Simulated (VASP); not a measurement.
A run of VASP 6.6.1 is set up as follows.

INCAR

```
SYSTEM = MnHg
PREC     = Accurate       ! precision mode
ENCUT    = 520            ! plane-wave cutoff, eV
EDIFF    = 1E-7           ! SCF threshold, eV
ISMEAR   = -1             ! smearing method
SIGMA    = 0.05           ! smearing width, eV
LREAL    = .FALSE.        ! projectors in reciprocal space
LASPH    = .TRUE.         ! aspherical terms in the spheres
NELM     = 100            ! most SCF steps
ALGO     = Normal         ! electronic algorithm
ISIF     = 2              ! what is computed and relaxed
LWAVE    = .FALSE.        ! write WAVECAR
LCHARG   = .FALSE.        ! write CHGCAR
GGA      = PE             ! functional
NBANDS   = 33             ! bands
```

The input KPOINTS:

```
regular mesh
0
G
  5 10 10
  0 0 0
```

POSCAR

```
MnHg
1.0
    6.6300000000      0.0000000000      0.0000000000
    0.0000000000      3.3150000000      0.0000000000
    0.0000000000      0.0000000000      3.3150000000
Mn Hg
2 2
Direct
    0.2500000000      0.5000000000      0.5000000000
    0.7500000000      0.5000000000      0.5000000000
    0.0000000000      0.0000000000      0.0000000000
    0.5000000000      0.0000000000      0.0000000000
```

Potentials or basis: VASP PAW PBE potentials, release 64 (Mn_pv, Hg).

Run with:

```sh
$ cat potpaw_PBE.64/Mn_pv/POTCAR potpaw_PBE.64/Hg/POTCAR > POTCAR
$ mpirun -np 1 vasp_std > vasp.out
```

(1) Predict the pressure.

(2) Estimate the band gap on the k mesh.

Results:

(1) -14.4 GPa.

(2) zero (bands 25 and 26 overlap by 0.67 eV).

Caveat: the cell stands under tension; spin-orbit coupling is left out, which moves the levels of the heavy elements; the run has no spin polarisation, though such a crystal can be magnetic.
